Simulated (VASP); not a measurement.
A run of VASP 6.6.1:

File INCAR:

```
  PREC = Accurate
  ENCUT = 500
  EDIFF = 1E-6
  ISMEAR = 0
  SIGMA = 0.01
  LREAL = F
  LASPH = T
  NELM = 120
  ALGO = Normal
  ISIF = 2
  LWAVE = F
  LCHARG = T
  GGA = PS
  LELF = T
  LVHAR = T
  NBANDS = 15
  GGA_COMPAT = F
```

File KPOINTS:

```
Automatic mesh
0
Gamma
  6 6 6
```

Contents of POSCAR:

```
CsCl
1.0
    4.0450179329      0.0000000000      0.0000000000
    0.0000000000      4.0450179329      0.0000000000
    0.0000000000      0.0000000000      4.0450179329
Cs Cl
1 1
Direct
    0.0000000000      0.0000000000      0.0000000000
    0.5000000000      0.5000000000      0.5000000000
```

Potentials or basis: VASP PAW PBE potentials, release 64 (Cs_sv, Cl).

The run is started by

```console
$ cat potpaw_PBE.64/Cs_sv/POTCAR potpaw_PBE.64/Cl/POTCAR > POTCAR
$ mpirun -np 1 vasp_std > vasp.out
```

Hardware: 1 thread of Intel(R) Xeon(R) Platinum 8259CL CPU @ 2.50GHz (Skylake/Cascade Lake), with other jobs on the host.

Task: Estimate the wall time of this run.

Result: Run time: 14 s on 1 thread of Intel(R) Xeon(R) Platinum 8259CL CPU @ 2.50GHz (Skylake/Cascade Lake), on a shared host, peak memory 0.17 GiB. Counts: scf iterations 12, k points 20.
